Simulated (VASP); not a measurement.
# Ag (Im-3m) in VASP: a series of runs

The runs below take Ag through relaxation of cell and atoms, single point, with r2SCAN, PBE.

Everything below comes from runs of VASP 6.6.1. Logs are shortened: lines on timing, memory, paths and dates and some standing lists are left out, and cuts for length are marked.

**1. The cell of the first run**

It takes space group Im-3m (No. 229, cubic). The conventional cell has a = 3.311 Å, b = 3.311 Å, c = 3.311 Å, α = 90.00°, β = 90.00°, γ = 90.00°. Ag (site symmetry m-3m) has 14 Ag at 2.87 to 3.31 Å within 3.8 Å.

**2. Relaxation of cell and atoms, r2SCAN**

File POSCAR:

```
Ag
1.0
   -1.6556540000      1.6556540000      1.6556540000
    1.6556540000     -1.6556540000      1.6556540000
    1.6556540000      1.6556540000     -1.6556540000
Ag
1
Direct
    0.0000000000      0.0000000000      0.0000000000
```

File INCAR.step1:

```
ALGO = Normal
EDIFF = 1E-4
ENCUT = 600
GGA = PE
ISMEAR = -1
LASPH = True
LCHARG = False
LREAL = False
LWAVE = True
NELM = 100
PREC = Accurate
SIGMA = 0.05
```

File INCAR.step2:

```
ALGO = Normal
EDIFF = 1E-6
EDIFFG = -0.01
ENCUT = 600
IBRION = 2
ISIF = 3
ISMEAR = -1
ISTART = 1
LASPH = True
LCHARG = False
LMIXTAU = True
LREAL = False
LWAVE = False
METAGGA = R2SCAN
NELM = 100
NSW = 60
PREC = Accurate
SIGMA = 0.05
```

File KPOINTS:

```
k-points
0
Gamma
  11 11 11
```

Potentials or basis: VASP PAW PBE potentials, release 64 (Ag).

Started as:

```console
$ cat potpaw_PBE.64/Ag/POTCAR > POTCAR
$ cp INCAR.step1 INCAR
$ mpirun -np 1 vasp_std > vasp.out
$ cp INCAR.step2 INCAR
$ mpirun -np 1 vasp_std > vasp.out
```

OUTCAR:

```text
EDIFF = 1E-6
   EDIFFG = -0.01
   ENCUT = 600
   IBRION = 2
   ISIF = 3
   ISMEAR = -1
   ISTART = 1
   LASPH = True
   LREAL = False
   METAGGA = R2SCAN
   NELM = 100
   NSW = 60
   PREC = Accurate

 ion  position               nearest neighbor table
   1  0.000  0.000  0.000-

  LATTYP: Found a body centered cubic cell.
 ALAT       =     3.3113080000

  Lattice vectors:

 A1 = (  -1.6556540000,   1.6556540000,   1.6556540000)
 A2 = (   1.6556540000,  -1.6556540000,   1.6556540000)
 A3 = (   1.6556540000,   1.6556540000,  -1.6556540000)

Analysis of symmetry for initial positions (statically):
=====================================================================
 Subroutine PRICEL returns:
 Original cell was already a primitive cell.

 Routine SETGRP: Setting up the symmetry group for a
 body centered cubic supercell.

 Subroutine GETGRP returns: Found 48 space group operations
[... 9 lines left out ...]

 Routine SETGRP: Setting up the symmetry group for a
 body centered cubic supercell.

 Subroutine GETGRP returns: Found 48 space group operations
[... 11 lines left out ...]
                                     Primitive cell

  volume of cell :      18.1538

  direct lattice vectors                    reciprocal lattice vectors
    -1.655654000  1.655654000  1.655654000     0.000000000  0.301995465  0.301995465
     1.655654000 -1.655654000  1.655654000     0.301995465  0.000000000  0.301995465
     1.655654000  1.655654000 -1.655654000     0.301995465  0.301995465  0.000000000

  length of vectors
     2.867676848  2.867676848  2.867676848     0.427086083  0.427086083  0.427086083

  position of ions in fractional coordinates (direct lattice)
     0.000000000  0.000000000  0.000000000

  ion indices of the primitive-cell ions
   primitive index   ion index
                 1           1

----------------------------------------------------------------------------------------

 KPOINTS: k-points

Automatic generation of k-mesh.
 Grid dimensions read from file:
 generate k-points for:   11   11   11

 Generating k-lattice:

  Cartesian coordinates                     Fractional coordinates (reciprocal lattice)
     0.000000000  0.027454133  0.027454133     0.090909091  0.000000000  0.000000000
     0.027454133  0.000000000  0.027454133     0.000000000  0.090909091  0.000000000
     0.027454133  0.027454133  0.000000000     0.000000000  0.000000000  0.090909091

  Length of vectors
     0.038826008  0.038826008  0.038826008

  Shift w.r.t. Gamma in fractional coordinates (k-lattice)
     0.000000000  0.000000000  0.000000000

 Subroutine IBZKPT returns following result:
 ===========================================

 Found     56 irreducible k-points:

 Following reciprocal coordinates:
            Coordinates               Weight
  0.000000  0.000000  0.000000      1.000000
  0.090909  0.000000  0.000000     12.000000
  0.181818  0.000000  0.000000     12.000000
  0.272727  0.000000  0.000000     12.000000
  0.363636  0.000000  0.000000     12.000000
  0.454545  0.000000  0.000000     12.000000
[... 16 lines left out ...]
  0.272727  0.181818  0.090909     48.000000
  0.363636  0.181818  0.090909     24.000000
 [... further k-points ...]
   k-points           NKPTS =     56   k-points in BZ     NKDIM =     56   number of bands    NBANDS=      9
   number of dos      NEDOS =    301   number of ions     NIONS =      1
   total plane-waves  NPLWV =  13824
   dimension x,y,z NGX =    24 NGY =   24 NGZ =   24
   dimension x,y,z NGXF=    48 NGYF=   48 NGZF=   48
   ions per type =               1
   NGX,Y,Z   is equivalent  to a cutoff of  13.91, 13.91, 13.91 a.u.
   NGXF,Y,Z  is equivalent  to a cutoff of  27.83, 27.83, 27.83 a.u.
 SYSTEM =  unknown system
   PREC   = accura    normal or accurate (medium, high low for compatibility)
   ISTART =      1    job   : 0-new  1-cont  2-samecut
   ICHARG =      0    charge: 1-file 2-atom 10-const
   ISPIN  =      1    spin polarized calculation?
   LNONCOLLINEAR =      F non collinear calculations
   LSORBIT =      F    spin-orbit coupling
   LASPH  =      T    aspherical Exc in radial PAW
   ENCUT  =  600.0 eV  44.10 Ry    6.64 a.u.   5.73  5.73  5.73*2*pi/ulx,y,z
   NELM   =    100;   NELMIN=  2; NELMDL=  0     # of ELM steps
   EDIFF  = 0.1E-05   stopping-criterion for ELM
   LREAL  =      F    real-space projection
   EDIFFG = -.1E-01   stopping-criterion for IOM
   NSW    =     60    number of steps for IOM
   IBRION =      2    ionic relax: 0-MD 1-quasi-New 2-CG
   NFREE  =      1    steps in history (QN), initial steepest desc. (CG)
   ISIF   =      3    stress and relaxation
   ISYM   =      2    0-nonsym 1-usesym 2-fastsym
   POTIM  = 0.5000    time-step for ionic-motion
   TEBEG  =    0.0;   TEEND  =   0.0 temperature during run
   PSTRESS=    0.0 pullay stress
   NELECT =      11.0000    total number of electrons
   NUPDOWN=      -1.0000    fix difference up-down
   EMIN   =  10.00;   EMAX   =-10.00  energy-range for DOS
   EFERMI =   0.00;   METHOD = LEGACY
   ISMEAR =    -1;   SIGMA  =   0.05  broadening in eV -4-tet -1-fermi 0-gaus
   EFERMI_NEDOS =   21; number of points for ismear=-14 and -15
   IALGO  =     38    algorithm
   IMIX   =      4    mixing-type and parameters
     AMIX     =   0.40;   BMIX     =  1.00
     AMIX_MAG =   1.60;   BMIX_MAG =  1.00
  volume/ion in A,a.u.               =      18.15       122.51
  Fermi-wavevector in a.u.,A,eV,Ry     =   1.385318  2.617871 26.111022  1.919106
  Thomas-Fermi vector in A             =   2.509739
   LORBIT       =      0    0 simple, 1 ext, 2 COOP (PROOUT), +10 PAW based schemes
   METAGGA = R2SCAN    functional components
   LHFCALC =     F    Hartree Fock is set to
   AEXX    =    0.0000 exact exchange contribution
   IVDW    =     0    specifies the selected vdW correction
   LEPSILON=     F    determine dielectric tensor
   LRPA    =     F    only Hartree local field effects (RPA)
 conjugate gradient relaxation of ions
 non-spin polarized calculation
  energy-cutoff  :      600.00
  volume of cell :       18.15
 maximum number of plane-waves:       621
   NGX = 11   NGY = 11   NGZ = 11

--------------------------------------- Ionic step        1  -------------------------------------------

 number of electron      11.0000001 magnetization

 Free energy of the ion-electron system (eV)
  ---------------------------------------------------
  ext. energy  EPLUGINS =         0.00000000
  ---------------------------------------------------
  free energy    TOTEN  =       -21.32674057 eV

  energy without entropy =      -21.32352340  energy(sigma->0) =      -21.32513198

------------------------ aborting loop because EDIFF is reached ----------------------------------------

  FORCE on cell =-STRESS in cart. coord.  units (eV):
  Direction    XX          YY          ZZ          XY          YZ          ZX
  --------------------------------------------------------------------------------------
  -------------------------------------------------------------------------------------
  Total       -0.4136131     -0.4136131     -0.4136131      0.0000000      0.0000000      0.0000000
  in kB      -36.5036398    -36.5036398    -36.5036398      0.0000000      0.0000000      0.0000000
  external PRESSURE =     -36.5036398 kB  Pullay stress =       0.0000000 kB

 VOLUME and BASIS-vectors are now :
 -----------------------------------------------------------------------------
  energy-cutoff  :      600.00
  volume of cell :       18.15
      direct lattice vectors                 reciprocal lattice vectors
    -1.655654000  1.655654000  1.655654000     0.000000000  0.301995465  0.301995465
     1.655654000 -1.655654000  1.655654000     0.301995465  0.000000000  0.301995465
     1.655654000  1.655654000 -1.655654000     0.301995465  0.301995465  0.000000000
[... 36 lines left out ...]
 POSITION                                       TOTAL-FORCE (eV/Angst)
 -----------------------------------------------------------------------------------
      3.24523      0.00000      0.00000         0.000000     -0.000000     -0.000000
 -----------------------------------------------------------------------------------
    total drift:                                0.000000      0.000000      0.000000

  FREE ENERGIE OF THE ION-ELECTRON SYSTEM (eV)
  ---------------------------------------------------
  free  energy   TOTEN  =       -21.3327261227 eV

  energy  without entropy=      -21.3292097347  energy(sigma->0) =      -21.33096793

--------------------------------------- Ionic step        3  -------------------------------------------

 number of electron      11.0000003 magnetization

 Free energy of the ion-electron system (eV)
  ---------------------------------------------------
  ext. energy  EPLUGINS =         0.00000000
  ---------------------------------------------------
  free energy    TOTEN  =       -21.33520163 eV

  energy without entropy =      -21.33181498  energy(sigma->0) =      -21.33350831

 E-fermi :   8.1162     XC(G=0): -12.8056

 val. band max:        8.0887047263   @ k =  -0.3636   0.4545   0.0909
 cond. band min:       8.3168116997   @ k =  -0.4545   0.4545   0.0909
 fundamental gap:      0.2281069734
 Fermi energy:         8.1161856756

 k-point     1 :       0.0000    0.0000    0.0000
  band No.  band energies     occupation
      1       0.3456      2.00000
      2       2.9487      2.00000
      3       2.9487      2.00000
      4       2.9487      2.00000
      5       4.2552      2.00000
      6       4.2552      2.00000
      7      26.7563      0.00000
      8      26.7563      0.00000
      9      26.7563      0.00000

 k-point     2 :       0.0909    0.0000    0.0000
  band No.  band energies     occupation
      1       0.6192      2.00000
      2       2.8836      2.00000
      3       2.9616      2.00000
      4       3.1030      2.00000
      5       4.1877      2.00000
      6       4.2599      2.00000
      7      25.9478      0.00000
      8      26.6088      0.00000
      9      26.9250      0.00000
[... 253 lines left out ...]
 k-point    24 :       0.3636    0.1818    0.0909
  band No.  band energies     occupation
      1       2.0862      2.00000
      2       2.3721      2.00000
      3       3.6833      2.00000
      4       4.3012      2.00000
      5       4.4173      2.00000
      6      10.9876      0.00000
      7      12.6605      0.00000
      8      17.2549      0.00000
      9      19.8696      0.00000

 [... further k-points ...]
[... 5 lines left out ...]
  --------------------------------------------------------------------------------------
  -------------------------------------------------------------------------------------
  Total        0.0012981      0.0012981      0.0012981      0.0000000      0.0000000      0.0000000
  in kB        0.1192128      0.1192128      0.1192128      0.0000000      0.0000000      0.0000000
  external PRESSURE =       0.1192128 kB  Pullay stress =       0.0000000 kB

 VOLUME and BASIS-vectors are now :
 -----------------------------------------------------------------------------
  energy-cutoff  :      600.00
  volume of cell :       17.45
      direct lattice vectors                 reciprocal lattice vectors
    -1.633848843  1.633848843  1.633848843     0.000000000  0.306025862  0.306025862
     1.633848843 -1.633848843  1.633848843     0.306025862  0.000000000  0.306025862
     1.633848843  1.633848843 -1.633848843     0.306025862  0.306025862  0.000000000

 POSITION                                       TOTAL-FORCE (eV/Angst)
 -----------------------------------------------------------------------------------
     -0.00000      0.00000      0.00000        -0.000000      0.000000      0.000000
 -----------------------------------------------------------------------------------
    total drift:                                0.000000      0.000000      0.000000

  FREE ENERGIE OF THE ION-ELECTRON SYSTEM (eV)
  ---------------------------------------------------
  free  energy   TOTEN  =       -21.3352016340 eV

  energy  without entropy=      -21.3318149787  energy(sigma->0) =      -21.33350831

 reached required accuracy - stopping structural energy minimisation
```

Run time: 2.5 min. Hardware: 1 thread of Intel Xeon 8259CL, shared host; peak memory 0.16 GiB.

Results:

* Free energy: -21.3352 eV
* Relaxed volume: 17.45 Å³/atom
* Relaxed cell: a = 2.830 Å, b = 2.830 Å, c = 2.830 Å, α = 109.47°, β = 109.47°, γ = 109.47°
* Space group after relaxing (to 0.05 Å): Im-3m (No. 229)
* Energy gained by relaxing: 8.5 meV/atom
* Ionic steps: 3
* Pressure after relaxing: 0.0 GPa

Step by step:
```tsv
step	energy change (eV)	largest force (eV/Å)	pressure (GPa)	volume (Å³)
1	0.0000	0.0000	-3.65	18.15
2	-0.0060	0.0000	2.28	17.09
3	-0.0085	0.0000	0.01	17.45
```

Final structure:
```xyz
1
Lattice="-1.6338 1.6338 1.6338 1.6338 -1.6338 1.6338 1.6338 1.6338 -1.6338" Properties=species:S:1:pos:R:3 pbc="T T T"
Ag    0.0000    0.0000    0.0000
```

Caveat: the PAW data sets were made with another functional, which shifts forces and pressure a little.

**3. Single point, PBE**

File INCAR:

```
PREC     = Accurate       # precision mode
ENCUT    = 500            # plane-wave cutoff, eV
EDIFF    = 1E-6           # SCF threshold, eV
ISMEAR   = 0              # smearing method
SIGMA    = 0.013000000000000001 # smearing width, eV
LREAL    = False          # projectors in reciprocal space
LASPH    = True           # aspherical terms in the spheres
NELM     = 120            # most SCF steps
ALGO     = Normal         # electronic algorithm
ISIF     = 2              # what is computed and relaxed
LWAVE    = False          # write WAVECAR
LCHARG   = True           # write CHGCAR
GGA      = PE             # functional
LELF     = True           # ELF
LVHAR    = True         
NBANDS   = 12             # bands
GGA_COMPAT= False
```

File KPOINTS:

```
regular mesh
0
Gamma
  11 11 11
```

POSCAR is that of step 2.

Potentials or basis: VASP PAW PBE potentials, release 64 (Ag).

Started as:

```console
$ cat potpaw_PBE.64/Ag/POTCAR > POTCAR
$ mpirun -np 1 vasp_std > vasp.out
```

Run time: 16 s. Hardware: 1 thread of Intel Xeon 8259CL, shared host; peak memory 0.14 GiB.

Results (log left out):

| Quantity | Value |
| --- | --- |
| Free energy | -2.6932 eV |
| Pressure | -0.9 GPa |

Levels at points of the mesh, in eV from the Fermi level:
```
           k point  band 4  band 5  band 6  band 7  band 8  band 9
(0.00, 0.00, 0.00)   -4.66   -3.46   -3.46   17.79   17.79   17.79
```

(Part 1 of 2 ends here.)
